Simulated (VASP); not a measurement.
Crystal: SiC.

```
Si C
1.0
     3.08622    0.00000    0.00000
    -1.54311    2.67274    0.00000
     0.00000    0.00000    5.06477
Si C
2 2
Direct
  0.33333 0.66667 0.00000
  0.66667 0.33333 0.50000
  0.33333 0.66667 0.38500
  0.66667 0.33333 0.88500
```

- Program: VASP 6.6.1
- Task: relaxation of cell and atoms
- Functional: PBE
- Potentials or basis: VASP PAW PBE potentials, release 64 (Si, C)
- Cutoff: 600 eV
- k mesh: 8 × 8 × 4
- Occupations: gaussian, width 0.05 eV
- Spin: no spin polarisation

At the start: pressure 1.3 GPa; volume 10.44 Å³/atom.

Where does the relaxation end?

Over 4 steps the energy falls by 8.9 meV/atom and the volume is 10.48 Å³/atom (+0.4 %); space group P6_3mc (No. 186, to 0.05 Å).

Step by step:
```tsv
step	energy change (eV)	largest force (eV/Å)	pressure (GPa)	volume (Å³)
1	0.0000	0.7352	1.28	41.78
2	-0.0074	0.5977	-1.34	42.28
3	-0.0331	0.0688	-0.41	42.05
4	-0.0358	0.0212	0.23	41.93
```

Final structure:
```cif
data_structure
_symmetry_space_group_name_H-M 'P 1'
_symmetry_Int_Tables_number 1
_cell_length_a 3.0889
_cell_length_b 3.0889
_cell_length_c 5.0744
_cell_angle_alpha 90.000
_cell_angle_beta 90.000
_cell_angle_gamma 120.000
_cell_volume 41.93
loop_
_atom_site_label
_atom_site_type_symbol
_atom_site_fract_x
_atom_site_fract_y
_atom_site_fract_z
_atom_site_occupancy
Si1 Si 0.33333 0.66667 0.00474 1
Si2 Si 0.66667 0.33333 0.50474 1
C1 C 0.33333 0.66667 0.38026 1
C2 C 0.66667 0.33333 0.88026 1
```
